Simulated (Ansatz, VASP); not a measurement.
HfZn2I6 in VASP and in Ansatz

File INCAR:

```
PREC = Accurate
ENCUT = 520
EDIFF = 1E-7
ISMEAR = 0
SIGMA = 0.1055
LREAL = False
LASPH = True
NELM = 100
ALGO = Normal
ISIF = 2
LWAVE = False
LCHARG = True
GGA = PS
LELF = True
LVHAR = True
NBANDS = 48
```

The input KPOINTS:

```
regular mesh
0
Gamma
  3 3 3
```

Contents of POSCAR:

```
HfZn2I6
1.0
    0.0000000000      5.4212790000      5.4212790000
    5.4212790000      0.0000000000      5.4212790000
    5.4212790000      5.4212790000      0.0000000000
I Hf Zn
6 1 2
Direct
    0.7563000000      0.2437000000      0.2437000000
    0.2437000000      0.7563000000      0.2437000000
    0.2437000000      0.7563000000      0.7563000000
    0.7563000000      0.2437000000      0.7563000000
    0.2437000000      0.2437000000      0.7563000000
    0.7563000000      0.7563000000      0.2437000000
    0.0000000000      0.0000000000      0.0000000000
    0.2500000000      0.2500000000      0.2500000000
    0.7500000000      0.7500000000      0.7500000000
```

Input for Ansatz:

```yaml
crystal:
  lattice:
    - [0.0, 5.421279, 5.421279]
    - [5.421279, 0.0, 5.421279]
    - [5.421279, 5.421279, 0.0]
  atoms:
    - { symbol: I, position: [0.7563, 0.2437, 0.2437] }
    - { symbol: I, position: [0.2437, 0.7563, 0.2437] }
    - { symbol: I, position: [0.2437, 0.7563, 0.7563] }
    - { symbol: I, position: [0.7563, 0.2437, 0.7563] }
    - { symbol: I, position: [0.2437, 0.2437, 0.7563] }
    - { symbol: I, position: [0.7563, 0.7563, 0.2437] }
    - { symbol: Hf, position: [0.0, 0.0, 0.0] }
    - { symbol: Zn, position: [0.25, 0.25, 0.25] }
    - { symbol: Zn, position: [0.75, 0.75, 0.75] }
  symmetry: { tolerance: 0.0003 }
kpoints:
  mp_grid: { grid: [3, 3, 3], shift: [0, 0, 0] }
magnetization:
  spin_polarized: false
scf:
  occupations: { method: gaussian, width: 0.1055 }
hamiltonian:
  pseudopotentials: { kind: paw }
  xc: pbesol
basis:
  ecutwfc: 420
output:
  forces: true
  stress: true
  eigenvalues: true
```

Alike in both runs: task single point; functional PBEsol; k mesh 3 × 3 × 3; occupations gaussian, width 0.1055 eV; no spin polarisation.

|  | VASP | Ansatz |
| --- | --- | --- |
| version | VASP 6.6.1 | Ansatz 0.2.0 |
| potentials or method | VASP PAW PBE potentials, release 64 (I, Hf_pv, Zn), cutoff 520 eV | PAW plane waves |
| valence electrons in the cell | 76 | 152 |

```csv
,VASP,Ansatz,Ansatz less VASP
gap on the k mesh at the Fermi level (eV),none,none,-
pressure (GPa),4.2,4.3,+0.04
rms of the force components (eV/Å),0.890,0.898,+0.0074
```

VASP's potentials were made for PBE, not for PBEsol. Atom by atom the forces differ by 0.007 eV/Å (rms over components). A gap of «none» marks a metal or a gap that the smearing closes. VASP's potentials hold 76 valence electrons a cell and Ansatz's 152, so a difference there can come from the potentials and not from the codes.

Spin-orbit coupling is off throughout.
